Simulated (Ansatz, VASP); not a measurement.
**One calculation of NbCd3, two programs**

```xyz
4
Lattice="4.2150 0.0000 0.0000 0.0000 4.2150 0.0000 0.0000 0.0000 4.2150" Properties=species:S:1:pos:R:3 pbc="T T T"
Nb    0.0000    0.0000    0.0000
Cd    0.0000    2.1075    2.1075
Cd    2.1075    0.0000    2.1075
Cd    2.1075    2.1075    0.0000
```

Alike in both runs: task single point; functional PBE; k mesh 8 × 8 × 8; occupations fermi-dirac, width 0.1 eV; no spin polarisation.

|  | VASP | Ansatz |
| --- | --- | --- |
| version | VASP 6.6.1 | Ansatz 0.2.0 |
| potentials or method | VASP PAW PBE potentials, release 64 (Nb_sv, Cd), cutoff 520 eV | plane waves, PAW |
| valence electrons in the cell | 49 | 73 |

```tsv
	VASP	Ansatz	Ansatz less VASP
pressure (GPa)	7.8	7.3	-0.53
```

VASP's potentials hold 49 valence electrons a cell and Ansatz's 73, so a difference there can come from the potentials and not from the codes.
